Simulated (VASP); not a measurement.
# Li (Cmmm) in VASP: a series of runs

Runs on Li. Level: PBE. Tasks: single point, relaxation of cell and atoms.

Program: VASP 6.6.1. These are calculated values, not measurements. Logs are shortened: lines on timing, memory, paths and dates and some standing lists are left out, and cuts for length are marked.

## Step 1: The cell of the first run

It takes space group Cmmm (No. 65, orthorhombic). Conventional cell: a = 3.034 Å, b = 4.881 Å, c = 2.698 Å, α = 90.00°, β = 90.00°, γ = 90.00°. Li (site symmetry mmm) has 8 Li at 2.70 to 3.03 Å within 3.6 Å.

The cell was generated, and may not be a known phase.

## Step 2: Single point, PBE

File INCAR:

```
PREC = Accurate
ENCUT = 520
EDIFF = 1E-7
ISMEAR = 0
SIGMA = 0.1
LREAL = F
LASPH = T
NELM = 100
ALGO = Fast
ISIF = 2
LWAVE = F
LCHARG = T
GGA = PE
LELF = T
LVHAR = T
NBANDS = 8
```

File KPOINTS:

```
regular mesh
0
Gamma
  8 8 4
```

File POSCAR:

```
Li
1.0
    1.5170827962     -2.4406743341      0.0000000000
    1.5170827962      2.4406743341      0.0000000000
    0.0000000000      0.0000000000      2.6978789028
Li
1
Direct
    0.0000000000      0.0000000000      0.5000000000
```

Potentials or basis: VASP PAW PBE potentials, release 64 (Li_sv).

Command:

```
$ cat potpaw_PBE.64/Li_sv/POTCAR > POTCAR
$ mpirun -np 1 vasp_std > vasp.out
```

OUTCAR:

```text
PREC = Accurate
   ENCUT = 520
   EDIFF = 1E-7
   ISMEAR = 0
   LREAL = F
   LASPH = T
   NELM = 100
   ISIF = 2
   GGA = PE

 ion  position               nearest neighbor table
   1  0.000  0.000  0.500-

  LATTYP: Found a base centered orthorhombic cell.
 ALAT       =     3.0341655924
 B/A-ratio  =     1.6087944180
 C/A-ratio  =     0.8891666656

  Lattice vectors:

 A1 = (   1.5170827962,  -2.4406743341,   0.0000000000)
 A2 = (   1.5170827962,   2.4406743341,   0.0000000000)
 A3 = (   0.0000000000,   0.0000000000,   2.6978789028)

Analysis of symmetry for initial positions (statically):
=====================================================================
 Subroutine PRICEL returns:
 Original cell was already a primitive cell.

 Routine SETGRP: Setting up the symmetry group for a
 base centered orthorhombic supercell.

 Subroutine GETGRP returns: Found  8 space group operations
 (whereof  8 operations were pure point group operations)
 out of a pool of  8 trial point group operations.

The static configuration has the point symmetry D_2h.

Analysis of symmetry for dynamics (positions and initial velocities):
=====================================================================
 Subroutine PRICEL returns:
 Original cell was already a primitive cell.

 Routine SETGRP: Setting up the symmetry group for a
 base centered orthorhombic supercell.

 Subroutine GETGRP returns: Found  8 space group operations
 (whereof  8 operations were pure point group operations)
 out of a pool of  8 trial point group operations.

The dynamic configuration has the point symmetry D_2h.

 Subroutine INISYM returns: Found  8 space group operations
 (whereof  8 operations are pure point group operations),
 and found     1 'primitive' translations

----------------------------------------------------------------------------------------

                                     Primitive cell

  volume of cell :      19.9789

  direct lattice vectors                    reciprocal lattice vectors
     1.517082796 -2.440674334  0.000000000     0.329579902 -0.204861416  0.000000000
     1.517082796  2.440674334  0.000000000     0.329579902  0.204861416  0.000000000
     0.000000000  0.000000000  2.697878903     0.000000000  0.000000000  0.370661559

  length of vectors
     2.873748670  2.873748670  2.697878903     0.388060706  0.388060706  0.370661559

  position of ions in fractional coordinates (direct lattice)
     0.000000000  0.000000000  0.500000000

  ion indices of the primitive-cell ions
   primitive index   ion index
                 1           1

----------------------------------------------------------------------------------------

 KPOINTS: regular mesh

Automatic generation of k-mesh.
 Grid dimensions read from file:
 generate k-points for:    8    8    4

 Generating k-lattice:

  Cartesian coordinates                     Fractional coordinates (reciprocal lattice)
     0.041197488 -0.025607677  0.000000000     0.125000000  0.000000000  0.000000000
     0.041197488  0.025607677  0.000000000     0.000000000  0.125000000  0.000000000
     0.000000000  0.000000000  0.092665390     0.000000000  0.000000000  0.250000000

  Length of vectors
     0.048507588  0.048507588  0.092665390

  Shift w.r.t. Gamma in fractional coordinates (k-lattice)
     0.000000000  0.000000000  0.000000000

 Subroutine IBZKPT returns following result:
 ===========================================

 Found     63 irreducible k-points:

 Following reciprocal coordinates:
            Coordinates               Weight
  0.000000  0.000000  0.000000      1.000000
  0.125000  0.000000  0.000000      4.000000
  0.250000  0.000000  0.000000      4.000000
  0.375000  0.000000  0.000000      4.000000
  0.500000  0.000000  0.000000      2.000000
  0.125000  0.125000  0.000000      2.000000
[... 16 lines left out ...]
  0.125000  0.000000  0.250000      8.000000
  0.250000  0.000000  0.250000      8.000000
 [... further k-points ...]
   k-points           NKPTS =     63   k-points in BZ     NKDIM =     63   number of bands    NBANDS=      8
   number of dos      NEDOS =    301   number of ions     NIONS =      1
   total plane-waves  NPLWV =  11520
   dimension x,y,z NGX =    24 NGY =   24 NGZ =   20
   dimension x,y,z NGXF=    48 NGYF=   48 NGZF=   40
   ions per type =               1
   NGX,Y,Z   is equivalent  to a cutoff of  13.88, 13.88, 12.32 a.u.
   NGXF,Y,Z  is equivalent  to a cutoff of  27.77, 27.77, 24.65 a.u.
 SYSTEM =  unknown system
   PREC   = accura    normal or accurate (medium, high low for compatibility)
   ISTART =      0    job   : 0-new  1-cont  2-samecut
   ICHARG =      2    charge: 1-file 2-atom 10-const
   ISPIN  =      1    spin polarized calculation?
   LNONCOLLINEAR =      F non collinear calculations
   LSORBIT =      F    spin-orbit coupling
   LASPH  =      T    aspherical Exc in radial PAW
   ENCUT  =  520.0 eV  38.22 Ry    6.18 a.u.   5.34  5.34  5.02*2*pi/ulx,y,z
   NELM   =    100;   NELMIN=  2; NELMDL= -5     # of ELM steps
   EDIFF  = 0.1E-06   stopping-criterion for ELM
   LREAL  =      F    real-space projection
   EDIFFG = 0.1E-05   stopping-criterion for IOM
   NSW    =      0    number of steps for IOM
   IBRION =     -1    ionic relax: 0-MD 1-quasi-New 2-CG
   NFREE  =      0    steps in history (QN), initial steepest desc. (CG)
   ISIF   =      2    stress and relaxation
   ISYM   =      2    0-nonsym 1-usesym 2-fastsym
   POTIM  = 0.5000    time-step for ionic-motion
   TEBEG  =    0.0;   TEEND  =   0.0 temperature during run
   PSTRESS=    0.0 pullay stress
   NELECT =       3.0000    total number of electrons
   NUPDOWN=      -1.0000    fix difference up-down
   EMIN   =  10.00;   EMAX   =-10.00  energy-range for DOS
   EFERMI =   0.00;   METHOD = LEGACY
   ISMEAR =     0;   SIGMA  =   0.10  broadening in eV -4-tet -1-fermi 0-gaus
   EFERMI_NEDOS =   21; number of points for ismear=-14 and -15
   IALGO  =     68    algorithm
   IMIX   =      4    mixing-type and parameters
     AMIX     =   0.40;   BMIX     =  1.00
     AMIX_MAG =   1.60;   BMIX_MAG =  1.00
  volume/ion in A,a.u.               =      19.98       134.82
  Fermi-wavevector in a.u.,A,eV,Ry     =   0.870145  1.644335 10.301672  0.757152
  Thomas-Fermi vector in A             =   1.989068
   LORBIT       =      0    0 simple, 1 ext, 2 COOP (PROOUT), +10 PAW based schemes
   GGA     = PE    functional components
   LHFCALC =     F    Hartree Fock is set to
   AEXX    =    0.0000 exact exchange contribution
   IVDW    =     0    specifies the selected vdW correction
   LEPSILON=     F    determine dielectric tensor
   LRPA    =     F    only Hartree local field effects (RPA)
 non-spin polarized calculation
 RMM-DIIS sequential band-by-band and
 Gauss-broadening in eV      SIGMA  =   0.10
  energy-cutoff  :      520.00
  volume of cell :       19.98
 maximum number of plane-waves:       550
 NGX is ok and might be reduce to    24
   NGX = 11   NGY = 11   NGZ = 11

 number of electron       3.0000001 magnetization

 Free energy of the ion-electron system (eV)
  ---------------------------------------------------
  ext. energy  EPLUGINS =         0.00000000
  ---------------------------------------------------
  free energy    TOTEN  =        -1.84886961 eV

  energy without entropy =       -1.84679941  energy(sigma->0) =       -1.84783451

 E-fermi :   0.4896     XC(G=0):  -7.0780

 val. band max:        0.4378531755   @ k =   0.3750   0.0000   0.2500
 cond. band min:       0.5998730904   @ k =   0.5000   0.3750   0.0000
 fundamental gap:      0.1620199149
 Fermi energy:         0.4895619176

 k-point     1 :       0.0000    0.0000    0.0000
  band No.  band energies     occupation
      1     -46.0061      2.00000
      2      -2.8928      2.00000
      3      13.0437      0.00000
      4      13.7306      0.00000
      5      14.5824      0.00000
      6      15.7539      0.00000
      7      17.6558      0.00000
      8      19.4977      0.00000

 k-point     2 :       0.1250    0.0000    0.0000
  band No.  band energies     occupation
      1     -46.0033      2.00000
      2      -2.6334      2.00000
      3      11.3732      0.00000
      4      13.3526      0.00000
      5      13.3537      0.00000
      6      16.0338      0.00000
      7      17.9147      0.00000
      8      20.4029      0.00000

 k-point     3 :       0.2500    0.0000    0.0000
  band No.  band energies     occupation
      1     -45.9964      2.00000
      2      -1.8626      2.00000
      3       7.8407      0.00000
      4      12.0892      0.00000
      5      14.2526      0.00000
      6      15.1631      0.00000
      7      19.5846      0.00000
      8      23.0264      0.00000

 k-point     4 :       0.3750    0.0000    0.0000
  band No.  band energies     occupation
      1     -45.9896      2.00000
      2      -0.6492      2.00000
      3       4.8382      0.00000
      4      11.2279      0.00000
      5      14.7706      0.00000
      6      15.5690      0.00000
      7      20.5455      0.00000
      8      22.9617      0.00000

 k-point     5 :       0.5000    0.0000    0.0000
  band No.  band energies     occupation
      1     -45.9868      2.00000
      2       0.3142      1.98687
      3       3.2661      0.00000
      4      10.9269      0.00000
      5      14.6910      0.00000
      6      16.4461      0.00000
      7      20.6292      0.00000
      8      21.4496      0.00000
[... 177 lines left out ...]
 k-point    22 :       0.0000    0.0000    0.2500
  band No.  band energies     occupation
      1     -45.9941      2.00000
      2      -1.9494      2.00000
      3       6.8127      0.00000
      4      14.7684      0.00000
      5      15.6094      0.00000
      6      18.9184      0.00000
      7      20.4516      0.00000
      8      21.0882      0.00000

 k-point    23 :       0.1250    0.0000    0.2500
  band No.  band energies     occupation
      1     -45.9914      2.00000
      2      -1.6745      2.00000
      3       6.9403      0.00000
      4      13.0074      0.00000
      5      14.4550      0.00000
      6      18.3745      0.00000
      7      20.4901      0.00000
      8      21.7263      0.00000

 k-point    24 :       0.2500    0.0000    0.2500
  band No.  band energies     occupation
      1     -45.9849      2.00000
      2      -0.8585      2.00000
      3       6.9362      0.00000
      4      10.2740      0.00000
      5      13.2239      0.00000
      6      17.0407      0.00000
      7      18.4919      0.00000
      8      23.5480      0.00000

 [... further k-points ...]

------------------------ aborting loop because EDIFF is reached ----------------------------------------

  FORCE on cell =-STRESS in cart. coord.  units (eV):
  Direction    XX          YY          ZZ          XY          YZ          ZX
  --------------------------------------------------------------------------------------
  -------------------------------------------------------------------------------------
  Total        0.0119273      0.0379270     -0.0293134     -0.0000000      0.0000000      0.0000000
  in kB        0.9564942      3.0414997     -2.3507449     -0.0000000      0.0000000      0.0000000
  external PRESSURE =       0.5490830 kB  Pullay stress =       0.0000000 kB

 VOLUME and BASIS-vectors are now :
 -----------------------------------------------------------------------------
  energy-cutoff  :      520.00
  volume of cell :       19.98
      direct lattice vectors                 reciprocal lattice vectors
     1.517082796 -2.440674334  0.000000000     0.329579902 -0.204861416  0.000000000
     1.517082796  2.440674334  0.000000000     0.329579902  0.204861416  0.000000000
     0.000000000  0.000000000  2.697878903     0.000000000  0.000000000  0.370661559

 POSITION                                       TOTAL-FORCE (eV/Angst)
 -----------------------------------------------------------------------------------
      0.00000      0.00000      1.34894         0.000000      0.000000      0.000000
 -----------------------------------------------------------------------------------
    total drift:                               -0.000000      0.000000     -0.000000

  FREE ENERGIE OF THE ION-ELECTRON SYSTEM (eV)
  ---------------------------------------------------
  free  energy   TOTEN  =        -1.8488696069 eV

  energy  without entropy=       -1.8467994084  energy(sigma->0) =       -1.84783451
```

Wall time 10 s (1 thread of Intel Xeon 8259CL, shared host); peak memory 0.13 GiB.

Results:

* Free energy: -1.8489 eV
* Band gap on the k mesh: zero (an odd number of electrons rules out a gap without spin polarisation)

Caveat: the k points lie up to 0.58 Å⁻¹ apart, too coarse for converged energies and pressures of a metal; the cutoff is under 1.25 times the usual one of these potentials, so pressure, stress and relaxed cells hold a basis-set (Pulay) error.

## Step 3: Relaxation of cell and atoms, PBE

File INCAR:

```
  PREC = Accurate
  ENCUT = 600
  EDIFF = 1E-7
  ISMEAR = 0
  SIGMA = 0.1
  LREAL = False
  LASPH = True
  NELM = 100
  ALGO = Normal
  ISIF = 3
  LWAVE = False
  LCHARG = False
  GGA = PE
  IBRION = 2
  NSW = 90
  EDIFFG = -0.04
```

File KPOINTS:

```
Automatic mesh
0
Gamma
  6 6 6
```

POSCAR is that of step 2.

Potentials or basis: VASP PAW PBE potentials, release 64 (Li_sv).

Command:

```
$ cat potpaw_PBE.64/Li_sv/POTCAR > POTCAR
$ mpirun -np 1 vasp_std > vasp.out
```

Wall time 9.6 s (1 thread of Intel Xeon 8259CL, shared host); peak memory 0.13 GiB.

Results (log left out):

```
Free energy                           : -1.8111 eV
Relaxed volume                        : 20.03 Å³/atom
Relaxed cell                          : a = 2.875 Å, b = 2.875 Å, c = 2.705 Å, α = 90.00°, β = 90.00°, γ = 116.41°
Space group after relaxing (to 0.1 Å) : Cmmm (No. 65)
Energy gained by relaxing             : 0.2 meV/atom
Ionic steps                           : 2
Pressure after relaxing               : 0.1 GPa
Band gap on the k mesh                : zero (an odd number of electrons rules out a gap without spin polarisation)
```

Stress tensor (GPa, compression positive):
```
-0.26  0.00  0.00
 0.00  0.23  0.00
 0.00  0.00  0.32
```

The path:
```tsv
step	energy change (eV)	largest force (eV/Å)	pressure (GPa)	volume (Å³)
1	0.0000	0.0000	0.13	19.98
2	-0.0002	0.0000	0.09	20.03
```

Final structure:
```
Li
1.0
     1.51489   -2.44394    0.00000
     1.51489    2.44394    0.00000
     0.00000    0.00000    2.70462
Li
1
Direct
  0.00000 0.00000 0.50000
```

Levels at points of the mesh, in eV from the Fermi level:
```
           k point  band 1  band 2  band 3  band 4  band 5
(0.00, 0.00, 0.00)  -46.67   -3.55   12.30   13.10   13.93
(0.50, 0.00, 0.00)  -46.65   -0.33    2.61   10.25   14.00
(0.50, 0.50, 0.00)  -46.65    0.09    3.23    8.61   12.54
(0.00, 0.00, 0.50)  -46.65   -0.69    2.07   15.82   16.60
(0.50, 0.00, 0.50)  -46.63    3.62    3.83    6.20    8.79
(0.50, 0.50, 0.50)  -46.63    3.99    4.47    6.71    9.19
```

Caveat: the k points lie up to 0.41 Å⁻¹ apart in the final cell, too coarse for converged energies and pressures of a metal; the cutoff is under 1.25 times the usual one of these potentials, so pressure, stress and relaxed cells hold a basis-set (Pulay) error.

The gap in the log of VASP goes by the Fermi energy; the results here count the filled bands.